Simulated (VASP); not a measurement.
Runs of VASP 6.6.1 on Co. The structure is that of space group P6_3/mmc (No. 194), or close to it. The cells are those of the table. 

```csv
spin,cell,k mesh,smearing,gap on the mesh (eV),pressure (GPa),moment (μB)
off,"a = 2.427, b = 2.427, c = 3.913 Å, angles 90.0, 90.0, 120.0°, 2 atoms",15 × 15 × 8,gaussian 0.6 eV,none,(a),-
"collinear, antiferromagnetic start","a = 2.368, b = 2.368, c = 4.228 Å, angles 90.0, 90.0, 120.0°, 2 atoms",24 × 24 × 12,fermi-dirac 0.05 eV,none,(b),0.00
"collinear, ferromagnetic start","a = 2.404, b = 2.404, c = 3.917 Å, angles 90.0, 90.0, 120.0°, 2 atoms",24 × 24 × 13,fermi-dirac 0.05 eV,none,(d),3.35
off,"a = 2.427, b = 2.427, c = 3.913 Å, angles 90.0, 90.0, 120.0°, 2 atoms",15 × 15 × 8,gaussian 0.01 eV,none,-0.8,-
off,"a = 2.427, b = 2.427, c = 3.913 Å, angles 90.0, 90.0, 120.0°, 2 atoms",15 × 15 × 8,gaussian 0.03 eV,none,-0.8,-
"collinear, ferromagnetic start","a = 2.368, b = 2.368, c = 3.859 Å, angles 90.0, 90.0, 120.0°, 2 atoms",24 × 24 × 13,fermi-dirac 0.05 eV,none,38.3,3.30
off,"a = 2.427, b = 2.427, c = 3.913 Å, angles 90.0, 90.0, 120.0°, 2 atoms",15 × 15 × 8,fermi-dirac 0.1 eV,none,0.2,-
off,"a = 2.427, b = 2.427, c = 3.913 Å, angles 90.0, 90.0, 120.0°, 2 atoms",24 × 24 × 13,fermi-dirac 0.1 eV,none,0.2,-
"collinear, ferromagnetic start","a = 2.438, b = 2.438, c = 3.973 Å, angles 90.0, 90.0, 120.0°, 2 atoms",24 × 24 × 13,fermi-dirac 0.05 eV,none,(c),3.40
off,"a = 2.427, b = 2.427, c = 3.913 Å, angles 90.0, 90.0, 120.0°, 2 atoms",15 × 15 × 8,gaussian 0.3 eV,none,0.5,-
off,"a = 2.427, b = 2.427, c = 3.913 Å, angles 90.0, 90.0, 120.0°, 2 atoms",15 × 15 × 8,gaussian 0.1 eV,none,-0.7,-
"collinear, antiferromagnetic start","a = 2.401, b = 2.401, c = 4.288 Å, angles 90.0, 90.0, 120.0°, 2 atoms",24 × 24 × 12,fermi-dirac 0.05 eV,none,8.1,0.00
```

Alike in all rows: task single point; level r2SCAN; potentials or basis VASP PAW PBE potentials, release 64 (Co); cutoff (eV) 520.

Estimate the missing entries.

(a) 3.3; (b) 18.3; (c) 9.2; (d) 22.0.

Caveats: the PAW data sets were made with another functional, which shifts forces and pressure a little; the cell stands under pressure (at least some runs); so wide a smearing shifts energies and pressures (at least some runs); the antiferromagnetic order is the one typed at the start, and another may lie lower (at least some runs); the stress differs along the axes, from 14 to 21 GPa (at least some runs).

A gap of «none» marks levels without a gap at the run's occupations.
